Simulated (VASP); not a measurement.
# Cr: electric field gradients with PBE

Cr:

```
CELL_PARAMETERS angstrom
-1.45150 1.45150 1.45150
1.45150 -1.45150 1.45150
1.45150 1.45150 -1.45150
ATOMIC_POSITIONS crystal
Cr 0.00000 0.00000 0.00000
```

This cell differs from its parent crystal: volume scaled by 1.02.

```
Program                : VASP 6.6.1
Task                   : electric field gradients
Functional             : PBE
Potentials or basis    : VASP PAW PBE potentials, release 64 (Cr_pv)
Cutoff                 : 520 eV
k mesh                 : 18 × 18 × 18
Occupations            : fermi-dirac, width 0.08 eV
Spin                   : collinear spin, ferromagnetic start
Starting moments       : [3.0] μB
Dipole correction      : no
Further INCAR settings : ALGO = Normal; EDIFF = 1e-08; NBANDS = 16
```

* Pressure: -13.4 GPa
* Band gap on the k mesh: zero (filled and empty bands overlap)
* Net moment: 0.00 μB per cell
* Valence electrons inside the program's atomic spheres: Cr 10.94

Levels at points of the mesh, in eV from the Fermi level:
Spin up:
| k point | band 4 | band 5 | band 6 | band 7 | band 8 | band 9 |
| --- | --- | --- | --- | --- | --- | --- |
| (0.00, 0.00, 0.00) | -7.65 | -0.84 | -0.84 | -0.84 | 1.06 | 1.06 |
| (0.50, 0.00, 0.00) | -4.15 | -2.27 | 0.98 | 1.05 | 1.37 | 2.61 |
| (0.50, 0.50, 0.50) | -3.97 | -3.97 | 2.25 | 2.25 | 2.25 | 7.07 |
Spin down:
| k point | band 3 | band 4 | band 5 | band 6 | band 7 | band 8 | band 9 | band 10 |
| --- | --- | --- | --- | --- | --- | --- | --- | --- |
| (0.00, 0.00, 0.00) | -42.80 | -7.65 | -0.84 | -0.84 | -0.84 | 1.06 | 1.06 | 7.07 |
| (0.50, 0.00, 0.00) | -42.81 | -4.15 | -2.27 | 0.98 | 1.05 | 1.37 | 2.61 | 7.06 |
| (0.50, 0.50, 0.50) | -43.33 | -3.97 | -3.97 | 2.25 | 2.25 | 2.25 | 7.07 | 10.10 |

Wall time 110 s on 1 thread of Intel(R) Xeon(R) Platinum 8375C CPU @ 2.90GHz (Ice Lake), on a shared host, peak memory 0.18 GiB.

Caveat: the starting moments collapsed, and a magnetic state may lie lower; without QUAD_EFG the Cq values of the log hold for a quadrupole moment of 1 mb, not for the nuclei.
